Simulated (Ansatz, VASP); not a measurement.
**ZnS in VASP and in Ansatz**

```
Zn S
1.0
     0.00000    2.69410    2.56532
     2.69410    0.00000    2.56532
     2.69410    2.69410    0.00000
Zn S
1 1
Direct
  0.25000 0.25000 0.25000
  0.00000 0.00000 0.00000
```

Change from the starting cell: uniaxial_z strain -4.8%.

Alike in both runs: task single point; functional r2SCAN; k mesh 8 × 8 × 8; no spin polarisation.

|  | VASP | Ansatz |
| --- | --- | --- |
| version | VASP 6.6.1 | Ansatz 0.2.0 |
| potentials or method | VASP PAW PBE potentials, release 64 (Zn, S) | plane waves, PAW |
| plane-wave cutoff (eV) | 520 | 500 |
| occupations | gaussian, width 0.01 eV | fixed |
| valence electrons in the cell | 18 | 18 |

Ansatz gave:

| Property | Result |
| --- | --- |
| gap on the k mesh at the Fermi level (eV) | 2.82 |
| pressure (GPa) | 4.3 |
| traceless stress, the component that is largest in VASP (GPa) | 1.20 |

Estimate VASP's values.

gap on the k mesh at the Fermi level (eV): 2.83; pressure (GPa): 4.3; traceless stress, the component that is largest in VASP (GPa): 1.22.

VASP's potentials were made for PBE, not for r2SCAN.
